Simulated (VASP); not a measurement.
A run of VASP 6.6.1:

Contents of POSCAR:

```
SnO
1.0
    3.5855702148      0.0000000000      0.0000000000
    0.0000000000      3.5855702148      0.0000000000
    0.0000000000      0.0000000000      4.4984153154
Sn O
2 2
Direct
    0.5000000000      0.0000000000      0.2654950255
    0.0000000000      0.5000000000      0.7345049745
    0.0000000000      0.0000000000      0.0000000000
    0.5000000000      0.5000000000      0.0000000000
```

The input INCAR.step1:

```
SYSTEM = SnO
  PREC = Accurate
  ENCUT = 520
  EDIFF = 1E-5
  ISMEAR = -1
  SIGMA = 0.02
  LREAL = .False.
  LASPH = .True.
  NELM = 100
  ALGO = Normal
  ISIF = 2
  LWAVE = .True.
  LCHARG = .False.
  GGA = PE
  NBANDS = 28
  KPAR = 4
```

Contents of INCAR.step2:

```
SYSTEM = SnO
  PREC = Accurate
  ENCUT = 520
  EDIFF = 1E-6
  ISMEAR = -1
  SIGMA = 0.02
  LREAL = .False.
  LASPH = .True.
  NELM = 100
  ALGO = Normal
  ISIF = 2
  LWAVE = .False.
  LCHARG = .False.
  GGA = PE
  LHFCALC = .True.
  HFSCREEN = 0.2079
  PRECFOCK = Normal
  ISTART = 1
  NBANDS = 28
  KPAR = 4
```

File KPOINTS:

```
Automatic mesh
0
Gamma
  4 4 4
  0 0 0
```

Potentials or basis: VASP PAW PBE potentials, release 64 (Sn_d, O).

Run with:

```console
$ cat potpaw_PBE.64/Sn_d/POTCAR potpaw_PBE.64/O/POTCAR > POTCAR
$ cp INCAR.step1 INCAR
$ mpirun -np 4 vasp_std > vasp.out
$ cp INCAR.step2 INCAR
$ mpirun -np 4 vasp_std > vasp.out
```

Hardware: 4 MPI ranks on Intel(R) Xeon(R) Platinum 8375C CPU @ 2.90GHz (Ice Lake), with other jobs on the host.

How long does it take, and how much memory?

Wall time 25 min on 4 MPI ranks on Intel(R) Xeon(R) Platinum 8375C CPU @ 2.90GHz (Ice Lake) (shared host), peak memory 0.29 GiB a rank. Counts: k points 18.
